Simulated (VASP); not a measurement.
# Ga2GeSe2 (P-3m1) in VASP: a series of runs, part 3 of 3

VASP 6.6.1. Earlier steps stand in the parts before.

## Step 6: Single point, PBE

Contents of INCAR:

```
SYSTEM = Ga2GeSe2
PREC = Accurate
ENCUT = 520
EDIFF = 1E-7
ISMEAR = 0
SIGMA = 0.1
LREAL = .False.
LASPH = .True.
NELM = 60
ALGO = Normal
ISIF = 2
LWAVE = .False.
LCHARG = .True.
GGA = PE
LELF = .True.
LVHAR = .True.
NBANDS = 34
```

Contents of KPOINTS:

```
regular mesh
0
Gamma
  12 12 4
  0 0 0
```

Contents of POSCAR:

```
Ga2GeSe2
1.0
    4.0898863030      0.0000000000      0.0000000000
   -2.0449431515      3.5419454370      0.0000000000
    0.0000000000      0.0000000000      8.8508113940
Ga Ge Se
2 1 2
Direct
    0.3333333333      0.6666666667      0.0602652542
    0.6666666667      0.3333333333      0.9397347458
    0.0000000000      0.0000000000      0.5000000000
    0.3333333333      0.6666666667      0.3307517727
    0.6666666667      0.3333333333      0.6692482273
```

Potentials or basis: VASP PAW PBE potentials, release 64 (Ga_d, Ge_d, Se).

Run with:

```
$ cat potpaw_PBE.64/Ga_d/POTCAR potpaw_PBE.64/Ge_d/POTCAR potpaw_PBE.64/Se/POTCAR > POTCAR
$ mpirun -np 1 vasp_std > vasp.out
```

OUTCAR:

```text
SYSTEM = Ga2GeSe2
   PREC = Accurate
   ENCUT = 520
   EDIFF = 1E-7
   ISMEAR = 0
   LREAL = .False.
   LASPH = .True.
   NELM = 60
   ISIF = 2
   GGA = PE

 ion  position               nearest neighbor table
   1  0.333  0.667  0.060-   4 2.39   2 2.59   2 2.59   2 2.59
   2  0.667  0.333  0.940-   5 2.39   1 2.59   1 2.59   1 2.59
   3  0.000  0.000  0.500-   4 2.80   5 2.80   5 2.80   4 2.80   5 2.80   4 2.80
   4  0.333  0.667  0.331-   1 2.39   3 2.80   3 2.80   3 2.80
   5  0.667  0.333  0.669-   2 2.39   3 2.80   3 2.80   3 2.80

  LATTYP: Found a hexagonal cell.
 ALAT       =     4.0898863030
 C/A-ratio  =     2.1640727243

  Lattice vectors:

 A1 = (   4.0898863030,   0.0000000000,   0.0000000000)
 A2 = (  -2.0449431515,   3.5419454370,   0.0000000000)
 A3 = (   0.0000000000,   0.0000000000,   8.8508113940)

Analysis of symmetry for initial positions (statically):
=====================================================================
 Subroutine PRICEL returns:
 Original cell was already a primitive cell.

 Routine SETGRP: Setting up the symmetry group for a
 hexagonal supercell.

[... 168 lines left out ...]
  free energy    TOTEN  =       -18.14901459 eV

  energy without entropy =      -18.13782820  energy(sigma->0) =      -18.14342140

 E-fermi :   3.2586     XC(G=0):  -9.2142

 val. band max:        3.2535664506   @ k =  -0.2500  -0.4167   0.2500
 cond. band min:       3.2612325991   @ k =   0.4167   0.1667   0.0000
 fundamental gap:      0.0076661485
 Fermi energy:         3.2585555568

 k-point     1 :       0.0000    0.0000    0.0000
  band No.  band energies     occupation
      1     -21.6625      2.00000
      2     -21.6625      2.00000
      3     -21.6539      2.00000
      4     -21.6529      2.00000
      5     -21.6529      2.00000
      6     -11.9742      2.00000
[... 877 lines left out ...]
     33       8.9263      0.00000
     34       9.1980      0.00000

 [... further k-points ...]
[... 5 lines left out ...]
  --------------------------------------------------------------------------------------
  -------------------------------------------------------------------------------------
  Total        0.0252969      0.0252969      0.1181788      0.0000000      0.0000000      0.0000000
  in kB        0.3161122      0.3161122      1.4767738      0.0000000      0.0000000      0.0000000
  external PRESSURE =       0.7029994 kB  Pullay stress =       0.0000000 kB

 VOLUME and BASIS-vectors are now :
 -----------------------------------------------------------------------------
  energy-cutoff  :      520.00
  volume of cell :      128.21
      direct lattice vectors                 reciprocal lattice vectors
     4.089886303  0.000000000  0.000000000     0.244505574  0.141165359  0.000000000
    -2.044943152  3.541945437  0.000000000     0.000000000  0.282330718  0.000000000
     0.000000000  0.000000000  8.850811394     0.000000000  0.000000000  0.112983992

 POSITION                                       TOTAL-FORCE (eV/Angst)
 -----------------------------------------------------------------------------------
     -0.00000      2.36130      0.53340         0.000000     -0.000000     -0.014541
      2.04494      1.18065      8.31741        -0.000000      0.000000      0.014541
      0.00000      0.00000      4.42541        -0.000000     -0.000000      0.000000
     -0.00000      2.36130      2.92742        -0.000000     -0.000000      0.005150
      2.04494      1.18065      5.92339        -0.000000      0.000000     -0.005150
 -----------------------------------------------------------------------------------
    total drift:                                0.000000     -0.000000      0.000000

  FREE ENERGIE OF THE ION-ELECTRON SYSTEM (eV)
  ---------------------------------------------------
  free  energy   TOTEN  =       -18.1490145920 eV

  energy  without entropy=      -18.1378281999  energy(sigma->0) =      -18.14342140
```

OSZICAR:

```text
N       E                     dE             d eps       ncg     rms          rms(c)
DAV:   1     0.443275584067E+03    0.44328E+03   -0.24918E+04  5316   0.264E+03
DAV:   2     0.612130451766E+02   -0.38206E+03   -0.36788E+03  4860   0.663E+02
DAV:   3    -0.139191047815E+02   -0.75132E+02   -0.73819E+02  5788   0.181E+02
DAV:   4    -0.182677198694E+02   -0.43486E+01   -0.43200E+01  5450   0.484E+01
DAV:   5    -0.183822184606E+02   -0.11450E+00   -0.11432E+00  5792   0.817E+00    0.448E+00
DAV:   6    -0.181484612732E+02    0.23376E+00   -0.49124E-01  6142   0.766E+00    0.260E+00
DAV:   7    -0.181458622091E+02    0.25991E-02   -0.20247E-01  5460   0.218E+00    0.107E+00
DAV:   8    -0.181476396952E+02   -0.17775E-02   -0.22812E-02  5604   0.107E+00    0.318E-01
DAV:   9    -0.181487386721E+02   -0.10990E-02   -0.23843E-03  5934   0.313E-01    0.970E-02
DAV:  10    -0.181489162636E+02   -0.17759E-03   -0.33395E-04  5414   0.160E-01    0.353E-02
DAV:  11    -0.181490082414E+02   -0.91978E-04   -0.11956E-04  5330   0.683E-02    0.114E-02
DAV:  12    -0.181490141979E+02   -0.59565E-05   -0.17245E-05  5516   0.311E-02    0.469E-03
DAV:  13    -0.181490145055E+02   -0.30761E-06   -0.29094E-06  5398   0.118E-02    0.185E-03
DAV:  14    -0.181490145920E+02   -0.86482E-07   -0.61104E-07  4930   0.570E-03
   1 F= -.18149015E+02 E0= -.18143421E+02  d E =-.111864E-01
```

Run time: 3 min. Hardware: 1 thread of AMD EPYC 9R45 (Zen 5), shared host; peak memory 0.4 GiB.

Results:

```
Free energy            : -18.1490 eV
Pressure               : 0.1 GPa
Largest force          : 0.015 eV/Å
Band gap on the k mesh : zero (band 26 reaches 4.54 eV, above the bottom of band 27 at 2.65 eV)
```

Forces in eV/Å, atoms in the order of the input:
```
Ga   0.000  0.000 -0.015
Ga   0.000  0.000  0.015
Ge   0.000  0.000  0.000
Se   0.000  0.000  0.005
Se   0.000  0.000 -0.005
```

Stress tensor (GPa, compression positive):
```
0.03 0.00 0.00
0.00 0.03 0.00
0.00 0.00 0.15
```

## Step 7: The runs side by side

```tsv
task	cell	k mesh	cutoff (eV)	smearing	gap on the mesh (eV)	pressure (GPa)	largest force (eV/Å)
single point	a = 4.090, b = 4.090, c = 8.851 Å, angles 90.0, 90.0, 120.0°, 5 atoms	12 × 12 × 4	500	tetrahedron	none	0.2	0.04
single point	a = 4.621, b = 4.621, c = 6.703 Å, angles 90.0, 90.0, 120.0°, 5 atoms	6 × 6 × 4	520	gaussian 0.1 eV	none	3.2	1.50
single point	a = 4.082, b = 4.082, c = 8.859 Å, angles 90.0, 90.0, 120.0°, 5 atoms	6 × 6 × 4	520	gaussian 0.1 eV	none	0.0	0.01
relaxation of cell and atoms	relaxed from a = 4.621, b = 4.621, c = 6.703 Å, angles 90.0, 90.0, 120.0°, 5 atoms	6 × 6 × 4	600	gaussian 0.1 eV	none	0.0	0.01
single point	a = 4.090, b = 4.090, c = 8.851 Å, angles 90.0, 90.0, 120.0°, 5 atoms	12 × 12 × 4	520	gaussian 0.1 eV	none	0.1	0.01
```

Alike in all rows: level PBE; potentials or basis VASP PAW PBE potentials, release 64 (Ga_d, Ge_d, Se); no spin polarisation.

Caveats: forces of over 1 eV/Å act on the atoms, so gaps and moduli don't describe the material at rest (some runs).

Total energies depend on the potentials used, so only differences within one code and one set of settings carry meaning.
